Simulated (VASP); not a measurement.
A run of VASP 6.6.1 is set up as follows.

Contents of INCAR:

```
SYSTEM = PbC2
ALGO     = Normal         ! electronic algorithm
EDIFF    = 1E-8           ! SCF threshold, eV
ENCUT    = 520            ! plane-wave cutoff, eV
IBRION   = 8              ! ionic algorithm
ISIF     = 2              ! what is computed and relaxed
ISMEAR   = 0              ! smearing method
LASPH    = .TRUE.         ! aspherical terms in the spheres
LCHARG   = .FALSE.        ! write CHGCAR
LREAL    = .FALSE.        ! projectors in reciprocal space
LWAVE    = .FALSE.        ! write WAVECAR
NBANDS   = 18             ! bands
NELM     = 60             ! most SCF steps
NSW      = 1              ! ionic steps
PREC     = Accurate       ! precision mode
SIGMA    = 0.01           ! smearing width, eV
```

The input KPOINTS:

```
k-points
0
G
  10 10 10
  0 0 0
```

File POSCAR:

```
PbC2
1.0
   -1.8532823645      1.8532823645      3.1546727212
    1.8532823645     -1.8532823645      3.1546727212
    1.8532823645      1.8532823645     -3.1546727212
Pb C
1 2
Direct
    0.0000000000      0.0000000000      0.0000000000
    0.5990678318      0.5990678318      0.0000000000
    0.4009321682      0.4009321682      0.0000000000
```

Potentials or basis: VASP PAW LDA potentials, release 64 (Pb_d, C).

Command:

```bash
$ cat potpaw_LDA.64/Pb_d/POTCAR potpaw_LDA.64/C/POTCAR > POTCAR
$ mpirun -np 1 vasp_std > vasp.out
```

**Question.** What does it give for the highest phonon frequency at Γ?

**Answer.** 1907 cm⁻¹.

**Question.** Predict the most unstable mode.

**Answer.** 217i cm⁻¹.

Phonon frequencies in cm⁻¹ (negative: imaginary):
```tsv
q point	frequencies
(0.000, 0.000, 0.000)	-217 -217 0 0 0 198 237 237 1907
```

Caveat: the cell stands under pressure or tension, which shifts response properties; some modes are imaginary.
